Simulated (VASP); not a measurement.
HgSe:

```
CELL_PARAMETERS angstrom
0.00000 3.03600 3.03600
3.03600 0.00000 3.03600
3.03600 3.03600 0.00000
ATOMIC_POSITIONS crystal
Hg 0.00000 0.00000 0.00000
Se 0.75000 0.75000 0.75000
```

```yaml
Program: VASP 6.6.1
Task: relaxation of cell and atoms
Functional: PBEsol
Potentials_or_basis: VASP PAW PBE potentials, release 64 (Hg, Se)
Cutoff: 500 eV
k_mesh: 12 × 12 × 12
Occupations: gaussian, width 0.1 eV
Spin: no spin polarisation
```

At the start: pressure 2.0 GPa; volume 27.98 Å³/atom.

**Question.** Where does the relaxation end?

**Answer.** Over 3 steps the energy falls by 6.2 meV/atom and the volume is 29.00 Å³/atom (+3.6 %); space group F-43m (No. 216, to 0.05 Å).

Step by step:
| step | energy change (eV) | largest force (eV/Å) | pressure (GPa) | volume (Å³) |
| --- | --- | --- | --- | --- |
| 1 | 0.0000 | 0.0000 | 2.00 | 55.97 |
| 2 | -0.0104 | 0.0000 | -0.72 | 58.85 |
| 3 | -0.0123 | 0.0000 | 0.00 | 58.00 |

Final structure:
```cif
data_structure
_symmetry_space_group_name_H-M 'P 1'
_symmetry_Int_Tables_number 1
_cell_length_a 4.3449
_cell_length_b 4.3449
_cell_length_c 4.3449
_cell_angle_alpha 60.000
_cell_angle_beta 60.000
_cell_angle_gamma 60.000
_cell_volume 58.00
loop_
_atom_site_label
_atom_site_type_symbol
_atom_site_fract_x
_atom_site_fract_y
_atom_site_fract_z
_atom_site_occupancy
Hg1 Hg 0.00000 0.00000 0.00000 1
Se1 Se 0.75000 0.75000 0.75000 1
```

Caveat: the PAW data sets were made with another functional, which shifts forces and pressure a little.
